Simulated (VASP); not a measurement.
# Pb (Fm-3m) in VASP: a series of runs, part 2 of 2

VASP 6.6.1. Earlier steps stand in the parts before.

## 5. Single point, BLYP

This run uses another cell than the first one, of 34.57 Å³/atom, 1.155 times its volume.

File INCAR:

```
AGGAC    = 1.0          
AGGAX    = 1.0          
ALDAC    = 0.0          
ALDAX    = 1.0          
ALGO     = Normal         # electronic algorithm
EDIFF    = 1E-6           # SCF threshold, eV
ENCUT    = 520            # plane-wave cutoff, eV
GGA      = B5             # functional
ISIF     = 2              # what is computed and relaxed
ISMEAR   = -1             # smearing method
LASPH    = True           # aspherical terms in the spheres
LCHARG   = False          # write CHGCAR
LREAL    = False          # projectors in reciprocal space
LWAVE    = False          # write WAVECAR
NBANDS   = 13             # bands
NELM     = 100            # most SCF steps
PREC     = Accurate       # precision mode
SIGMA    = 0.05           # smearing width, eV
```

File KPOINTS:

```
k-points
0
Gamma
  9 9 9
```

File POSCAR:

```
Pb
1.0
    0.0000000000      2.5855442605      2.5855442605
    2.5855442605      0.0000000000      2.5855442605
    2.5855442605      2.5855442605      0.0000000000
Pb
1
Direct
    0.0000000000      0.0000000000      0.0000000000
```

Potentials or basis: VASP PAW PBE potentials, release 64 (Pb_d).

The run is started by

```
> cat potpaw_PBE.64/Pb_d/POTCAR > POTCAR
> mpirun -np 1 vasp_std > vasp.out
```

OUTCAR:

```text
EDIFF = 1E-6
   ENCUT = 520
   GGA = B5
   ISIF = 2
   ISMEAR = -1
   LASPH = True
   LREAL = False
   NELM = 100
   PREC = Accurate

 ion  position               nearest neighbor table
   1  0.000  0.000  0.000-

  LATTYP: Found a face centered cubic cell.
 ALAT       =     5.1710885210

  Lattice vectors:

 A1 = (   0.0000000000,   2.5855442605,   2.5855442605)
 A2 = (   2.5855442605,   0.0000000000,   2.5855442605)
 A3 = (   2.5855442605,   2.5855442605,   0.0000000000)

Analysis of symmetry for initial positions (statically):
[... 5 lines left out ...]
 face centered cubic supercell.

 Subroutine GETGRP returns: Found 48 space group operations
 (whereof 48 operations were pure point group operations)
 out of a pool of 48 trial point group operations.

The static configuration has the point symmetry O_h .

Analysis of symmetry for dynamics (positions and initial velocities):
[... 5 lines left out ...]
 face centered cubic supercell.

 Subroutine GETGRP returns: Found 48 space group operations
 (whereof 48 operations were pure point group operations)
 out of a pool of 48 trial point group operations.

The dynamic configuration has the point symmetry O_h .

 Subroutine INISYM returns: Found 48 space group operations
 (whereof 48 operations are pure point group operations),
 and found     1 'primitive' translations

----------------------------------------------------------------------------------------

                                     Primitive cell

  volume of cell :      34.5689

  direct lattice vectors                    reciprocal lattice vectors
     0.000000000  2.585544260  2.585544260    -0.193382882  0.193382882  0.193382882
     2.585544260  0.000000000  2.585544260     0.193382882 -0.193382882  0.193382882
     2.585544260  2.585544260  0.000000000     0.193382882  0.193382882 -0.193382882

  length of vectors
     3.656511759  3.656511759  3.656511759     0.334948977  0.334948977  0.334948977

  position of ions in fractional coordinates (direct lattice)
     0.000000000  0.000000000  0.000000000

[... 94 lines left out ...]
     AMIX     =   0.40;   BMIX     =  1.00
     AMIX_MAG =   1.60;   BMIX_MAG =  1.00
  volume/ion in A,a.u.               =      34.57       233.28
  Fermi-wavevector in a.u.,A,eV,Ry     =   1.211218  2.288870 19.960403  1.467048
  Thomas-Fermi vector in A             =   2.346740
   LORBIT       =      0    0 simple, 1 ext, 2 COOP (PROOUT), +10 PAW based schemes
   GGA     = B5    functional components
   LHFCALC =     F    Hartree Fock is set to
   AEXX    =    0.0000 exact exchange contribution
   IVDW    =     0    specifies the selected vdW correction
   LEPSILON=     F    determine dielectric tensor
   LRPA    =     F    only Hartree local field effects (RPA)
 non-spin polarized calculation
  energy-cutoff  :      520.00
  volume of cell :       34.57
 maximum number of plane-waves:       944
   NGX = 13   NGY = 13   NGZ = 13

 number of electron      13.9999998 magnetization

 Free energy of the ion-electron system (eV)
  ---------------------------------------------------
  ext. energy  EPLUGINS =         0.00000000
  ---------------------------------------------------
  free energy    TOTEN  =        -2.88753421 eV

  energy without entropy =       -2.88466511  energy(sigma->0) =       -2.88609966

 E-fermi :   6.2992     XC(G=0):  -8.9964

 val. band max:        6.1126805796   @ k =  -0.4444   0.3333   0.0000
 cond. band min:       6.3501990256   @ k =  -0.2222   0.3333   0.1111
 fundamental gap:      0.2375184460
 Fermi energy:         6.2992420140

 k-point     1 :       0.0000    0.0000    0.0000
  band No.  band energies     occupation
      1     -10.6274      2.00000
      2     -10.6274      2.00000
      3     -10.6274      2.00000
      4     -10.5330      2.00000
      5     -10.5330      2.00000
      6      -4.6089      2.00000
      7      12.6039      0.00000
      8      12.6039      0.00000
      9      12.6039      0.00000
     10      16.3198      0.00000
     11      16.5440      0.00000
     12      18.0663      0.00000
     13      18.0663      0.00000
[... 354 lines left out ...]
  band No.  band energies     occupation
      1     -10.7292      2.00000
      2     -10.6610      2.00000
      3     -10.4500      2.00000
      4     -10.4226      2.00000
      5     -10.4226      2.00000
      6      -0.9516      2.00000
      7       4.0024      2.00000
      8       8.2851      0.00000
      9       8.2851      0.00000
     10      11.8903      0.00000
     11      12.9628      0.00000
     12      23.8289      0.00000
     13      24.8957      0.00000

 [... further k-points ...]
[... 5 lines left out ...]
  --------------------------------------------------------------------------------------
  -------------------------------------------------------------------------------------
  Total        0.0087014      0.0087014      0.0087014     -0.0000000     -0.0000000     -0.0000000
  in kB        0.4032850      0.4032850      0.4032850     -0.0000000     -0.0000000     -0.0000000
  external PRESSURE =       0.4032850 kB  Pullay stress =       0.0000000 kB

 VOLUME and BASIS-vectors are now :
 -----------------------------------------------------------------------------
  energy-cutoff  :      520.00
  volume of cell :       34.57
      direct lattice vectors                 reciprocal lattice vectors
     0.000000000  2.585544260  2.585544260    -0.193382882  0.193382882  0.193382882
     2.585544260  0.000000000  2.585544260     0.193382882 -0.193382882  0.193382882
     2.585544260  2.585544260  0.000000000     0.193382882  0.193382882 -0.193382882

 POSITION                                       TOTAL-FORCE (eV/Angst)
 -----------------------------------------------------------------------------------
      0.00000      0.00000      0.00000         0.000000      0.000000      0.000000
 -----------------------------------------------------------------------------------
    total drift:                               -0.000000     -0.000000     -0.000000

  FREE ENERGIE OF THE ION-ELECTRON SYSTEM (eV)
  ---------------------------------------------------
  free  energy   TOTEN  =        -2.8875342096 eV

  energy  without entropy=       -2.8846651141  energy(sigma->0) =       -2.88609966
```

Run time: 16 s. Hardware: 1 thread of Intel Xeon 6975P-C, shared host; peak memory 0.16 GiB.

What came out:

| Item | Value |
| --- | --- |
| Free energy | -2.8875 eV |
| Pressure | 0.0 GPa |
| Band gap on the k mesh | zero (band 7 reaches 12.60 eV, above the bottom of band 8 at 5.12 eV) |

Caveat: the PAW data sets were made with another functional, which shifts forces and pressure a little; spin-orbit coupling is left out, which moves the levels of the heavy elements.

## 6. Relaxation of cell and atoms, BLYP+D3(BJ)

This run uses another cell than the first one, of 30.32 Å³/atom, 1.013 times its volume.

File INCAR:

```
PREC     = Accurate       # precision mode
ENCUT    = 600            # plane-wave cutoff, eV
EDIFF    = 1E-6           # SCF threshold, eV
ISMEAR   = -1             # smearing method
SIGMA    = 0.05           # smearing width, eV
LREAL    = F              # projectors in reciprocal space
LASPH    = T              # aspherical terms in the spheres
NELM     = 60             # most SCF steps
ALGO     = Normal         # electronic algorithm
ISIF     = 3              # what is computed and relaxed
LWAVE    = F              # write WAVECAR
LCHARG   = F              # write CHGCAR
GGA      = B5             # functional
ALDAX    = 1.0          
AGGAX    = 1.0          
AGGAC    = 1.0          
ALDAC    = 0.0          
IVDW     = 12             # dispersion correction
VDW_S6   = 1.0          
VDW_S8   = 2.6996       
VDW_A1   = 0.4298       
VDW_A2   = 4.2359       
IBRION   = 2              # ionic algorithm
NSW      = 80             # ionic steps
EDIFFG   = -0.01          # ionic threshold
```

File KPOINTS:

```
Automatic mesh
0
Gamma
  9 9 9
```

File POSCAR:

```
Pb
1.0
    0.0000000000      2.4750200000      2.4750200000
    2.4750200000      0.0000000000      2.4750200000
    2.4750200000      2.4750200000      0.0000000000
Pb
1
Direct
    0.0000000000      0.0000000000      0.0000000000
```

Potentials or basis: VASP PAW PBE potentials, release 64 (Pb_d).

The run is started by

```
> cat potpaw_PBE.64/Pb_d/POTCAR > POTCAR
> mpirun -np 1 vasp_std > vasp.out
```

OUTCAR:

```text
PREC = Accurate
   ENCUT = 600
   EDIFF = 1E-6
   ISMEAR = -1
   LREAL = F
   LASPH = T
   NELM = 60
   ISIF = 3
   GGA = B5
   IVDW = 12
   IBRION = 2
   NSW = 80
   EDIFFG = -0.01
 IVDW          = 12

 ion  position               nearest neighbor table
   1  0.000  0.000  0.000-

  LATTYP: Found a face centered cubic cell.
 ALAT       =     4.9500400000

  Lattice vectors:

 A1 = (   0.0000000000,   2.4750200000,   2.4750200000)
 A2 = (   2.4750200000,   0.0000000000,   2.4750200000)
 A3 = (   2.4750200000,   2.4750200000,   0.0000000000)

Analysis of symmetry for initial positions (statically):
[... 5 lines left out ...]
 face centered cubic supercell.

 Subroutine GETGRP returns: Found 48 space group operations
 (whereof 48 operations were pure point group operations)
 out of a pool of 48 trial point group operations.

The static configuration has the point symmetry O_h .

Analysis of symmetry for dynamics (positions and initial velocities):
[... 5 lines left out ...]
 face centered cubic supercell.

 Subroutine GETGRP returns: Found 48 space group operations
 (whereof 48 operations were pure point group operations)
 out of a pool of 48 trial point group operations.

The dynamic configuration has the point symmetry O_h .

 Subroutine INISYM returns: Found 48 space group operations
 (whereof 48 operations are pure point group operations),
 and found     1 'primitive' translations

----------------------------------------------------------------------------------------

                                     Primitive cell

  volume of cell :      30.3226

  direct lattice vectors                    reciprocal lattice vectors
     0.000000000  2.475020000  2.475020000    -0.202018570  0.202018570  0.202018570
     2.475020000  0.000000000  2.475020000     0.202018570 -0.202018570  0.202018570
     2.475020000  2.475020000  0.000000000     0.202018570  0.202018570 -0.202018570

  length of vectors
     3.500206851  3.500206851  3.500206851     0.349906427  0.349906427  0.349906427

  position of ions in fractional coordinates (direct lattice)
     0.000000000  0.000000000  0.000000000

  ion indices of the primitive-cell ions
   primitive index   ion index
                 1           1

[... 86 lines left out ...]
   ISMEAR =    -1;   SIGMA  =   0.05  broadening in eV -4-tet -1-fermi 0-gaus
   EFERMI_NEDOS =   21; number of points for ismear=-14 and -15
   IALGO  =     38    algorithm
   IMIX   =      4    mixing-type and parameters
     AMIX     =   0.40;   BMIX     =  1.00
     AMIX_MAG =   1.60;   BMIX_MAG =  1.00
  volume/ion in A,a.u.               =      30.32       204.63
  Fermi-wavevector in a.u.,A,eV,Ry     =   1.265306  2.391081 21.782907  1.600999
  Thomas-Fermi vector in A             =   2.398566
   LORBIT       =      0    0 simple, 1 ext, 2 COOP (PROOUT), +10 PAW based schemes
   GGA     = B5    functional components
   LHFCALC =     F    Hartree Fock is set to
   AEXX    =    0.0000 exact exchange contribution
   IVDW    =    12    specifies the selected vdW correction
   LEPSILON=     F    determine dielectric tensor
   LRPA    =     F    only Hartree local field effects (RPA)
 conjugate gradient relaxation of ions
 non-spin polarized calculation
  energy-cutoff  :      600.00
  volume of cell :       30.32
 maximum number of plane-waves:      1022
   NGX = 13   NGY = 13   NGZ = 13

--------------------------------------- Ionic step        1  -------------------------------------------

 number of electron      13.9999999 magnetization

 Free energy of the ion-electron system (eV)
  ---------------------------------------------------
  ext. energy  EPLUGINS =         0.00000000
  ---------------------------------------------------
  free energy    TOTEN  =        -2.81392989 eV

  energy without entropy =       -2.81057578  energy(sigma->0) =       -2.81225284

------------------------ aborting loop because EDIFF is reached ----------------------------------------

 Edisp (eV)   -0.99986

 E8    (eV) :    -0.7857
[... 69 lines left out ...]
--------------------------------------- Ionic step        3  -------------------------------------------

 number of electron      14.0000000 magnetization

 Free energy of the ion-electron system (eV)
  ---------------------------------------------------
  ext. energy  EPLUGINS =         0.00000000
  ---------------------------------------------------
  free energy    TOTEN  =        -2.83130549 eV

  energy without entropy =       -2.82787481  energy(sigma->0) =       -2.82959015

 E-fermi :   7.4767     XC(G=0):  -9.5183

 val. band max:        7.2586908443   @ k =  -0.3333   0.3333   0.1111
 cond. band min:       7.4941273683   @ k =   0.3333   0.3333   0.0000
 fundamental gap:      0.2354365241
 Fermi energy:         7.4767205175

 k-point     1 :       0.0000    0.0000    0.0000
  band No.  band energies     occupation
      1      -9.4749      2.00000
      2      -9.4749      2.00000
      3      -9.4749      2.00000
      4      -9.3394      2.00000
      5      -9.3394      2.00000
      6      -4.0867      2.00000
      7      14.7007      0.00000
      8      14.7007      0.00000
      9      14.7007      0.00000
     10      17.6339      0.00000
     11      19.1969      0.00000
[... 309 lines left out ...]
 k-point    24 :       0.4444    0.4444    0.0000
  band No.  band energies     occupation
      1      -9.6249      2.00000
      2      -9.5342      2.00000
      3      -9.2230      2.00000
      4      -9.1857      2.00000
      5      -9.1857      2.00000
      6       0.3135      2.00000
      7       4.9412      2.00000
      8       9.6579      0.00000
      9       9.6579      0.00000
     10      13.4042      0.00000
     11      14.5139      0.00000

 [... further k-points ...]

------------------------ aborting loop because EDIFF is reached ----------------------------------------

 Edisp (eV)   -0.98364

 E8    (eV) :    -0.7730
[... 24 lines left out ...]
  FREE ENERGIE OF THE ION-ELECTRON SYSTEM (eV)
  ---------------------------------------------------
  free  energy   TOTEN  =        -3.8149486139 eV

  energy  without entropy=       -3.8115179339  energy(sigma->0) =       -3.81323327

 reached required accuracy - stopping structural energy minimisation
```

OSZICAR:

```text
N       E                     dE             d eps       ncg     rms          rms(c)
DAV:   1     0.110036647222E+03    0.11004E+03   -0.79325E+03   776   0.165E+03
DAV:   2     0.208545616474E+01   -0.10795E+03   -0.10569E+03   788   0.344E+02
DAV:   3    -0.271339202246E+01   -0.47988E+01   -0.47428E+01   912   0.831E+01
[... 20 lines left out ...]
DAV:   2    -0.283170235283E+01    0.29799E-02   -0.60049E-03   878   0.171E+00    0.105E-01
DAV:   3    -0.283129769160E+01    0.40466E-03   -0.16756E-03   967   0.862E-01    0.880E-03
DAV:   4    -0.283130088620E+01   -0.31946E-05   -0.20791E-05   782   0.527E-02    0.489E-03
DAV:   5    -0.283130621585E+01   -0.53296E-05   -0.11306E-05   794   0.314E-02    0.268E-03
DAV:   6    -0.283130548725E+01    0.72860E-06   -0.78252E-07   496   0.182E-02
   3 F= -.38149486E+01 E0= -.38132333E+01  d E =-.115793E-02
```

Wall time 36 s (1 thread of Intel Xeon 6975P-C, shared host); peak memory 0.18 GiB.

What came out:

```
Free energy                            : -3.8149 eV
Relaxed volume                         : 30.82 Å³/atom
Relaxed cell                           : a = 3.519 Å, b = 3.519 Å, c = 3.519 Å, α = 60.00°, β = 60.00°, γ = 60.00°
Space group after relaxing (to 0.05 Å) : Fm-3m (No. 225)
Energy gained by relaxing              : 1.2 meV/atom
Ionic steps                            : 3
Pressure after relaxing                : 0.0 GPa
Band gap on the k mesh                 : zero (band 7 reaches 14.70 eV, above the bottom of band 8 at 6.12 eV)
Dispersion energy per atom             : -0.984 eV
```

Step by step:
| step | energy change (eV) | largest force (eV/Å) | pressure (GPa) | volume (Å³) |
| --- | --- | --- | --- | --- |
| 1 | 0.0000 | 0.0000 | 0.76 | 30.32 |
| 2 | -0.0011 | 0.0000 | -0.20 | 30.96 |
| 3 | -0.0012 | 0.0000 | 0.00 | 30.82 |

Final structure:
```cif
data_structure
_symmetry_space_group_name_H-M 'P 1'
_symmetry_Int_Tables_number 1
_cell_length_a 3.5193
_cell_length_b 3.5193
_cell_length_c 3.5193
_cell_angle_alpha 60.000
_cell_angle_beta 60.000
_cell_angle_gamma 60.000
_cell_volume 30.82
loop_
_atom_site_label
_atom_site_type_symbol
_atom_site_fract_x
_atom_site_fract_y
_atom_site_fract_z
_atom_site_occupancy
Pb1 Pb 0.00000 0.00000 0.00000 1
```

Levels at points of the mesh, in eV from the Fermi level:
| k point | band 5 | band 6 | band 7 | band 8 | band 9 | band 10 |
| --- | --- | --- | --- | --- | --- | --- |
| (0.00, 0.00, 0.00) | -16.82 | -11.56 | 7.22 | 7.22 | 7.22 | 10.16 |

Caveat: the PAW data sets were made with another functional, which shifts forces and pressure a little; spin-orbit coupling is left out, which moves the levels of the heavy elements; pairwise dispersion overbinds metals, which lowers pressure and volume.

## 7. The runs side by side

```tsv
task	level	cell	cutoff (eV)	gap on the mesh (eV)	pressure (GPa)
single point	revPBE+D3(BJ)	a = 3.485 Å, angles 60.0°, 1 atom	520	none	0.0
single point	BLYP+D3(BJ)	a = 3.515 Å, angles 60.0°, 1 atom	520	none	0.1
single point	RPBE+D4	a = 3.509 Å, angles 60.0°, 1 atom	520	none	-0.1
single point	BLYP	a = 3.657 Å, angles 60.0°, 1 atom	520	none	0.0
relaxation of cell and atoms	BLYP+D3(BJ)	relaxed from a = 3.500 Å, angles 60.0°, 1 atom	600	none	0.0
```

Alike in all rows: potentials or basis VASP PAW PBE potentials, release 64 (Pb_d); no spin polarisation; k mesh 9 × 9 × 9; smearing fermi-dirac 0.05 eV.

Caveats: the PAW data sets were made with another functional, which shifts forces and pressure a little; spin-orbit coupling is left out, which moves the levels of the heavy elements; pairwise dispersion overbinds metals, which lowers pressure and volume (some runs).

Absolute energies hang on the potentials; compare differences alone.

## 8. Comparison with measurements

Step 6. The cell as given is a measured one (30.32 Å³/atom); BLYP+D3(BJ) puts the equilibrium volume +1.6 % from it, thermal expansion not counted.
